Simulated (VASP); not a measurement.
Set up this calculation in VASP 6.6.1, as the native input.

```yaml
Task: single point
Functional: r2SCAN
Potentials_or_basis: VASP PAW PBE potentials, release 64 (In_d, Zn, F)
Cutoff: 520 eV
k_mesh: 6 × 6 × 6
Occupations: gaussian, width 0.014 eV
Spin: no spin polarisation
Dipole_correction: no
Further_INCAR_settings: ALGO = Normal; EDIFF = 1e-07; NBANDS = 42
```

Crystal: ZnIn2F4.

```
CELL_PARAMETERS angstrom
0.00000 4.96915 0.00000
4.96915 0.00000 0.00000
2.48457 2.48457 -4.96752
ATOMIC_POSITIONS crystal
In 0.50000 0.50000 0.00000
In 0.75000 0.25000 0.50000
Zn 0.00000 0.00000 0.00000
F 0.37500 0.37500 0.75000
F 0.62500 0.12500 0.25000
F 0.87500 0.87500 0.75000
F 0.12500 0.62500 0.25000
```

One way to write it, as run:

POSCAR

```
ZnIn2F4
1.0
    0.0000000000      4.9691450000      0.0000000000
    4.9691450000      0.0000000000      0.0000000000
    2.4845720000      2.4845720000     -4.9675210000
In Zn F
2 1 4
Direct
    0.5000000000      0.5000000000      0.0000000000
    0.7500000000      0.2500000000      0.5000000000
    0.0000000000      0.0000000000      0.0000000000
    0.3750000000      0.3750000000      0.7500000000
    0.6250000000      0.1250000000      0.2500000000
    0.8750000000      0.8750000000      0.7500000000
    0.1250000000      0.6250000000      0.2500000000
```

INCAR.step1

```
SYSTEM = ZnIn2F4
PREC = Accurate
ENCUT = 520
ISMEAR = 0
SIGMA = 0.014
LREAL = .FALSE.
LASPH = .TRUE.
NELM = 60
NBANDS = 42
GGA = PE
ALGO = Normal
EDIFF = 1E-4
LWAVE = .TRUE.
LCHARG = .FALSE.
```

INCAR.step2

```
SYSTEM = ZnIn2F4
PREC = Accurate
ENCUT = 520
EDIFF = 1E-7
ISMEAR = 0
SIGMA = 0.014
LREAL = .FALSE.
LASPH = .TRUE.
NELM = 60
ALGO = Normal
ISIF = 2
LWAVE = .FALSE.
LCHARG = .FALSE.
METAGGA = R2SCAN
LMIXTAU = .TRUE.
NBANDS = 42
ISTART = 1
```

KPOINTS

```
Automatic mesh
0
G
  6 6 6
  0 0 0
```

Potentials or basis: VASP PAW PBE potentials, release 64 (In_d, Zn, F).

The run is started by

```sh
$ cat potpaw_PBE.64/In_d/POTCAR potpaw_PBE.64/Zn/POTCAR potpaw_PBE.64/F/POTCAR > POTCAR
$ cp INCAR.step1 INCAR
$ mpirun -np 1 vasp_std > vasp.out
$ cp INCAR.step2 INCAR
$ mpirun -np 1 vasp_std > vasp.out
```

It gave:

The pressure is 10.0 GPa and the largest force is 1.580 eV/Å. The band gap on the k mesh is zero (bands 33 and 34 overlap by 1.58 eV).

Caveat: the cell stands under pressure; the PAW data sets were made with another functional, which shifts forces and pressure a little; spin-orbit coupling is left out, which moves the levels of the heavy elements.

Wall time 15 min on 1 thread of Intel(R) Xeon(R) Platinum 8259CL CPU @ 2.50GHz (Skylake/Cascade Lake), with other jobs on the host, peak memory 0.4 GiB.
